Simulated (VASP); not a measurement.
# Pr4O (P4/mmm) in VASP: relaxation of cell and atoms with PBE

Aim: the relaxation of cell and atoms of Pr4O with PBE.

Program: VASP 6.6.1. These are calculated values, not measurements. Logs are shortened: lines on timing, memory, paths and dates and some standing lists are left out, and cuts for length are marked.

## (1) The cell of the first run

The structure is tetragonal, space group P4/mmm (No. 123). Conventional cell: a = 6.528 Å, b = 6.528 Å, c = 3.292 Å, α = 90.00°, β = 90.00°, γ = 90.00°. Within 3.7 Å of Pr (site symmetry m2m) lie 2 O at 2.78 Å and 6 Pr at 3.17 to 3.36 Å. O (site symmetry 4/mmm) has 8 Pr at 2.78 Å and 2 O at 3.29 Å within 3.7 Å.

The cell was generated, and may not be a known phase.

## (2) Relaxation of cell and atoms, PBE

File INCAR:

```
  PREC = Accurate
  ENCUT = 600
  EDIFF = 1E-7
  ISMEAR = 0
  SIGMA = 0.1
  LREAL = False
  LASPH = True
  NELM = 200
  ALGO = Normal
  ISIF = 3
  LWAVE = False
  LCHARG = False
  GGA = PE
  IBRION = 2
  NSW = 100
  EDIFFG = -0.01
  GGA_COMPAT = False
  NELMIN = 4
  LMAXMIX = 6
```

File KPOINTS:

```
Automatic mesh
0
Gamma
  6 6 12
```

File POSCAR:

```
Pr4O
1.0
    6.5282586386      0.0000000000      0.0000000000
    0.0000000000      6.5282586386      0.0000000000
    0.0000000000      0.0000000000      3.2919306213
Pr O
4 1
Direct
    0.7427103164      0.7427103164      0.5000000000
    0.2572896836      0.2572896836      0.5000000000
    0.2572896836      0.7427103164      0.5000000000
    0.7427103164      0.2572896836      0.5000000000
    0.5000000000      0.5000000000      0.0000000000
```

Potentials or basis: VASP PAW PBE potentials, release 64 (Pr_3, O), 4f in core.

Started as:

```bash
cat potpaw_PBE.64/Pr_3/POTCAR potpaw_PBE.64/O/POTCAR > POTCAR
mpirun -np 1 vasp_std > vasp.out
```

OUTCAR:

```text
PREC = Accurate
   ENCUT = 600
   EDIFF = 1E-7
   ISMEAR = 0
   LREAL = False
   LASPH = True
   NELM = 200
   ISIF = 3
   GGA = PE
   IBRION = 2
   NSW = 100
   EDIFFG = -0.01
   NELMIN = 4

 ion  position               nearest neighbor table
   1  0.743  0.743  0.500-   5 2.78   5 2.78   3 3.17   4 3.17   3 3.36   4 3.36
   2  0.257  0.257  0.500-   5 2.78   5 2.78   3 3.17   4 3.17   3 3.36   4 3.36
   3  0.257  0.743  0.500-   5 2.78   5 2.78   1 3.17   2 3.17   2 3.36   1 3.36
   4  0.743  0.257  0.500-   5 2.78   5 2.78   1 3.17   2 3.17   2 3.36   1 3.36
   5  0.500  0.500  0.000-   1 2.78   2 2.78   3 2.78   4 2.78   1 2.78   2 2.78   3 2.78   4 2.78

  LATTYP: Found a simple tetragonal cell.
 ALAT       =     6.5282586386
 C/A-ratio  =     0.5042586092

  Lattice vectors:

 A1 = (   6.5282586386,   0.0000000000,   0.0000000000)
 A2 = (   0.0000000000,   6.5282586386,   0.0000000000)
 A3 = (   0.0000000000,   0.0000000000,   3.2919306213)

Analysis of symmetry for initial positions (statically):
=====================================================================
 Subroutine PRICEL returns:
 Original cell was already a primitive cell.

 Routine SETGRP: Setting up the symmetry group for a
 simple tetragonal supercell.

 Subroutine GETGRP returns: Found 16 space group operations
 (whereof 16 operations were pure point group operations)
 out of a pool of 16 trial point group operations.

The static configuration has the point symmetry D_4h.

Analysis of symmetry for dynamics (positions and initial velocities):
=====================================================================
 Subroutine PRICEL returns:
 Original cell was already a primitive cell.

 Routine SETGRP: Setting up the symmetry group for a
 simple tetragonal supercell.

 Subroutine GETGRP returns: Found 16 space group operations
 (whereof 16 operations were pure point group operations)
 out of a pool of 16 trial point group operations.

The dynamic configuration has the point symmetry D_4h.

 Subroutine INISYM returns: Found 16 space group operations
 (whereof 16 operations are pure point group operations),
 and found     1 'primitive' translations

----------------------------------------------------------------------------------------

                                     Primitive cell

  volume of cell :     140.2960

  direct lattice vectors                    reciprocal lattice vectors
     6.528258639  0.000000000  0.000000000     0.153180206  0.000000000  0.000000000
     0.000000000  6.528258639  0.000000000     0.000000000  0.153180206  0.000000000
     0.000000000  0.000000000  3.291930621     0.000000000  0.000000000  0.303773109

  length of vectors
     6.528258639  6.528258639  3.291930621     0.153180206  0.153180206  0.303773109

  position of ions in fractional coordinates (direct lattice)
     0.742710316  0.742710316  0.500000000
     0.257289684  0.257289684  0.500000000
     0.257289684  0.742710316  0.500000000
     0.742710316  0.257289684  0.500000000
     0.500000000  0.500000000  0.000000000

  ion indices of the primitive-cell ions
   primitive index   ion index
                 1           1
                 2           2
                 3           3
                 4           4
                 5           5

----------------------------------------------------------------------------------------

 KPOINTS: Automatic mesh

Automatic generation of k-mesh.
 Grid dimensions read from file:
 generate k-points for:    6    6   12

 Generating k-lattice:

  Cartesian coordinates                     Fractional coordinates (reciprocal lattice)
     0.025530034  0.000000000  0.000000000     0.166666667  0.000000000  0.000000000
     0.000000000  0.025530034  0.000000000     0.000000000  0.166666667  0.000000000
     0.000000000  0.000000000  0.025314426     0.000000000  0.000000000  0.083333333

  Length of vectors
     0.025530034  0.025530034  0.025314426

  Shift w.r.t. Gamma in fractional coordinates (k-lattice)
     0.000000000  0.000000000  0.000000000

 Subroutine IBZKPT returns following result:
 ===========================================

 Found     70 irreducible k-points:

 Following reciprocal coordinates:
            Coordinates               Weight
  0.000000  0.000000  0.000000      1.000000
  0.166667  0.000000  0.000000      4.000000
  0.333333  0.000000  0.000000      4.000000
  0.500000  0.000000  0.000000      2.000000
  0.166667  0.166667  0.000000      4.000000
  0.333333  0.166667  0.000000      8.000000
[... 16 lines left out ...]
  0.333333  0.000000  0.166667      8.000000
  0.500000  0.000000  0.166667      4.000000
 [... further k-points ...]
   k-points           NKPTS =     70   k-points in BZ     NKDIM =     70   number of bands    NBANDS=     30
   number of dos      NEDOS =    301   number of ions     NIONS =      5
   total plane-waves  NPLWV =  81648
   dimension x,y,z NGX =    54 NGY =   54 NGZ =   28
   dimension x,y,z NGXF=   108 NGYF=  108 NGZF=   56
   ions per type =               4   1
   NGX,Y,Z   is equivalent  to a cutoff of  13.75, 13.75, 14.14 a.u.
   NGXF,Y,Z  is equivalent  to a cutoff of  27.50, 27.50, 28.28 a.u.
 SYSTEM =  unknown system
   PREC   = accura    normal or accurate (medium, high low for compatibility)
   ISTART =      0    job   : 0-new  1-cont  2-samecut
   ICHARG =      2    charge: 1-file 2-atom 10-const
   ISPIN  =      1    spin polarized calculation?
   LNONCOLLINEAR =      F non collinear calculations
   LSORBIT =      F    spin-orbit coupling
   LASPH  =      T    aspherical Exc in radial PAW
   ENCUT  =  600.0 eV  44.10 Ry    6.64 a.u.  13.04 13.04  6.57*2*pi/ulx,y,z
   NELM   =    200;   NELMIN=  4; NELMDL= -5     # of ELM steps
   EDIFF  = 0.1E-06   stopping-criterion for ELM
   LREAL  =      F    real-space projection
   EDIFFG = -.1E-01   stopping-criterion for IOM
   NSW    =    100    number of steps for IOM
   IBRION =      2    ionic relax: 0-MD 1-quasi-New 2-CG
   NFREE  =      1    steps in history (QN), initial steepest desc. (CG)
   ISIF   =      3    stress and relaxation
   ISYM   =      2    0-nonsym 1-usesym 2-fastsym
   POTIM  = 0.5000    time-step for ionic-motion
   TEBEG  =    0.0;   TEEND  =   0.0 temperature during run
   PSTRESS=    0.0 pullay stress
   NELECT =      50.0000    total number of electrons
   NUPDOWN=      -1.0000    fix difference up-down
   EMIN   =  10.00;   EMAX   =-10.00  energy-range for DOS
   EFERMI =   0.00;   METHOD = LEGACY
   ISMEAR =     0;   SIGMA  =   0.10  broadening in eV -4-tet -1-fermi 0-gaus
   EFERMI_NEDOS =   21; number of points for ismear=-14 and -15
   IALGO  =     38    algorithm
   IMIX   =      4    mixing-type and parameters
     AMIX     =   0.40;   BMIX     =  1.00
     AMIX_MAG =   1.60;   BMIX_MAG =  1.00
  volume/ion in A,a.u.               =      28.06       189.35
  Fermi-wavevector in a.u.,A,eV,Ry     =   1.160690  2.193387 18.329797  1.347202
  Thomas-Fermi vector in A             =   2.297270
   LORBIT       =      0    0 simple, 1 ext, 2 COOP (PROOUT), +10 PAW based schemes
   GGA     = PE    functional components
   LHFCALC =     F    Hartree Fock is set to
   AEXX    =    0.0000 exact exchange contribution
   IVDW    =     0    specifies the selected vdW correction
   LEPSILON=     F    determine dielectric tensor
   LRPA    =     F    only Hartree local field effects (RPA)
 conjugate gradient relaxation of ions
 non-spin polarized calculation
 Gauss-broadening in eV      SIGMA  =   0.10
  energy-cutoff  :      600.00
  volume of cell :      140.30
 maximum number of plane-waves:      4713
 NGX is ok and might be reduce to    54
   NGX = 27   NGY = 27   NGZ = 13

--------------------------------------- Ionic step        1  -------------------------------------------

 number of electron      50.0000000 magnetization

 Free energy of the ion-electron system (eV)
  ---------------------------------------------------
  ext. energy  EPLUGINS =         0.00000000
  ---------------------------------------------------
  free energy    TOTEN  =       -25.87243864 eV

  energy without entropy =      -25.83887824  energy(sigma->0) =      -25.85565844

------------------------ aborting loop because EDIFF is reached ----------------------------------------

  FORCE on cell =-STRESS in cart. coord.  units (eV):
  Direction    XX          YY          ZZ          XY          YZ          ZX
  --------------------------------------------------------------------------------------
  -------------------------------------------------------------------------------------
  Total        0.1849448      0.1849448     -0.4449260      0.0000000      0.0000000      0.0000000
  in kB        2.1120655      2.1120655     -5.0810446      0.0000000      0.0000000      0.0000000
  external PRESSURE =      -0.2856379 kB  Pullay stress =       0.0000000 kB

 VOLUME and BASIS-vectors are now :
 -----------------------------------------------------------------------------
  energy-cutoff  :      600.00
  volume of cell :      140.30
      direct lattice vectors                 reciprocal lattice vectors
     6.528258639  0.000000000  0.000000000     0.153180206  0.000000000  0.000000000
     0.000000000  6.528258639  0.000000000     0.000000000  0.153180206  0.000000000
     0.000000000  0.000000000  3.291930621     0.000000000  0.000000000  0.303773109
[... 118 lines left out ...]
 POSITION                                       TOTAL-FORCE (eV/Angst)
 -----------------------------------------------------------------------------------
      4.86039      4.86039      1.63665        -0.012660     -0.012660     -0.000000
      1.68323      1.68323      1.63665         0.012660      0.012660      0.000000
      1.68323      4.86039      1.63665         0.012660     -0.012660      0.000000
      4.86039      1.68323      1.63665        -0.012660      0.012660     -0.000000
      3.27181      3.27181      0.00000         0.000000      0.000000      0.000000
 -----------------------------------------------------------------------------------
    total drift:                               -0.000000      0.000000     -0.000000

  FREE ENERGIE OF THE ION-ELECTRON SYSTEM (eV)
  ---------------------------------------------------
  free  energy   TOTEN  =       -25.8741906683 eV

  energy  without entropy=      -25.8408918614  energy(sigma->0) =      -25.85754126

--------------------------------------- Ionic step        5  -------------------------------------------

 number of electron      49.9999999 magnetization

 Free energy of the ion-electron system (eV)
  ---------------------------------------------------
  ext. energy  EPLUGINS =         0.00000000
  ---------------------------------------------------
  free energy    TOTEN  =       -25.87424164 eV

  energy without entropy =      -25.84099173  energy(sigma->0) =      -25.85761668

 E-fermi :   4.1156     XC(G=0):  -9.9700

 val. band max:        4.1139219010   @ k =   0.3333   0.0000   0.0000
 cond. band min:       4.1261657744   @ k =   0.1667   0.0000   0.3333
 fundamental gap:      0.0122438735
 Fermi energy:         4.1155906237

 k-point     1 :       0.0000    0.0000    0.0000
  band No.  band energies     occupation
      1     -32.6631      2.00000
      2     -32.4652      2.00000
      3     -32.4652      2.00000
      4     -32.2761      2.00000
      5     -16.2075      2.00000
      6     -15.4282      2.00000
[... 781 lines left out ...]
     29       5.3111      0.00000
     30       5.3233      0.00000

 [... further k-points ...]

------------------------ aborting loop because EDIFF is reached ----------------------------------------

  FORCE on cell =-STRESS in cart. coord.  units (eV):
  Direction    XX          YY          ZZ          XY          YZ          ZX
  --------------------------------------------------------------------------------------
  -------------------------------------------------------------------------------------
  Total        0.0131762      0.0131762      0.0000647      0.0000000     -0.0000000      0.0000000
  in kB        0.1505995      0.1505995      0.0007391      0.0000000     -0.0000000      0.0000000
  external PRESSURE =       0.1006460 kB  Pullay stress =       0.0000000 kB

 VOLUME and BASIS-vectors are now :
 -----------------------------------------------------------------------------
  energy-cutoff  :      600.00
  volume of cell :      140.18
      direct lattice vectors                 reciprocal lattice vectors
     6.544436776 -0.000000000  0.000000000     0.152801537  0.000000000  0.000000000
     0.000000000  6.544436776 -0.000000000    -0.000000000  0.152801537  0.000000000
     0.000000000 -0.000000000  3.272910835    -0.000000000  0.000000000  0.305538418

 POSITION                                       TOTAL-FORCE (eV/Angst)
 -----------------------------------------------------------------------------------
      4.86035      4.86035      1.63646        -0.005935     -0.005935      0.000000
      1.68409      1.68409      1.63646         0.005935      0.005935     -0.000000
      1.68409      4.86035      1.63646         0.005935     -0.005935      0.000000
      4.86035      1.68409      1.63646        -0.005935      0.005935     -0.000000
      3.27222      3.27222     -0.00000        -0.000000     -0.000000     -0.000000
 -----------------------------------------------------------------------------------
    total drift:                                0.000000      0.000000      0.000000

  FREE ENERGIE OF THE ION-ELECTRON SYSTEM (eV)
  ---------------------------------------------------
  free  energy   TOTEN  =       -25.8742416387 eV

  energy  without entropy=      -25.8409917291  energy(sigma->0) =      -25.85761668

 reached required accuracy - stopping structural energy minimisation
```

Wall time 19 min (1 thread of Intel Xeon 6975P-C (Granite Rapids), shared host); peak memory 0.46 GiB.

Results:

```
Free energy                           : -25.8742 eV
Relaxed volume                        : 28.04 Å³/atom
Relaxed cell                          : a = 6.544 Å, b = 6.544 Å, c = 3.273 Å, α = 90.00°, β = 90.00°, γ = 90.00°
Space group after relaxing (to 0.1 Å) : P4/mmm (No. 123)
Energy gained by relaxing             : 0.4 meV/atom
Ionic steps                           : 5
Pressure after relaxing               : 0.0 GPa
Largest force after relaxing          : 0.008 eV/Å
Band gap on the k mesh                : zero (bands 25 and 26 overlap by 1.75 eV)
```

Forces on the atoms (eV/Å):
```
Pr  -0.006 -0.006  0.000
Pr   0.006  0.006  0.000
Pr   0.006 -0.006  0.000
Pr  -0.006  0.006  0.000
O    0.000  0.000  0.000
```

Step by step:
```tsv
step	energy change (eV)	largest force (eV/Å)	pressure (GPa)	volume (Å³)
1	0.0000	0.0084	-0.03	140.30
2	-0.0016	0.0117	0.00	140.19
3	-0.0018	0.0184	0.00	140.16
4	-0.0018	0.0179	0.01	140.16
5	-0.0018	0.0084	0.01	140.18
```

Final structure:
```cif
data_structure
_symmetry_space_group_name_H-M 'P 1'
_symmetry_Int_Tables_number 1
_cell_length_a 6.5444
_cell_length_b 6.5444
_cell_length_c 3.2729
_cell_angle_alpha 90.000
_cell_angle_beta 90.000
_cell_angle_gamma 90.000
_cell_volume 140.18
loop_
_atom_site_label
_atom_site_type_symbol
_atom_site_fract_x
_atom_site_fract_y
_atom_site_fract_z
_atom_site_occupancy
Pr1 Pr 0.74267 0.74267 0.50000 1
Pr2 Pr 0.25733 0.25733 0.50000 1
Pr3 Pr 0.25733 0.74267 0.50000 1
Pr4 Pr 0.74267 0.25733 0.50000 1
O1 O 0.50000 0.50000 0.00000 1
```

Levels at points of the mesh, in eV from the Fermi level:
| k point | band 22 | band 23 | band 24 | band 25 | band 26 | band 27 | band 28 | band 29 |
| --- | --- | --- | --- | --- | --- | --- | --- | --- |
| (0.00, 0.00, 0.00) | -1.81 | -1.39 | -1.39 | -0.55 | -0.55 | -0.08 | -0.08 | 0.11 |
| (0.50, 0.00, 0.00) | -1.58 | -1.11 | -1.01 | -0.76 | -0.40 | -0.08 | 0.07 | 0.66 |
| (0.50, 0.50, 0.00) | -1.21 | -1.21 | -0.92 | -0.12 | 0.02 | 0.02 | 1.23 | 1.61 |
| (0.00, 0.00, 0.50) | -1.44 | -1.19 | -0.54 | 0.04 | 0.04 | 0.16 | 0.16 | 0.81 |
| (0.50, 0.00, 0.50) | -1.28 | -0.39 | -0.38 | -0.36 | 0.40 | 0.42 | 0.47 | 1.21 |
| (0.50, 0.50, 0.50) | -0.98 | -0.94 | -0.21 | 0.49 | 1.11 | 1.11 | 1.26 | 1.27 |

Caveat: spin-orbit coupling is left out, which moves the levels of the heavy elements; the 4f electrons are frozen in the core, so they carry no moment and show no levels; the run has no spin polarisation, though such a crystal can be magnetic.
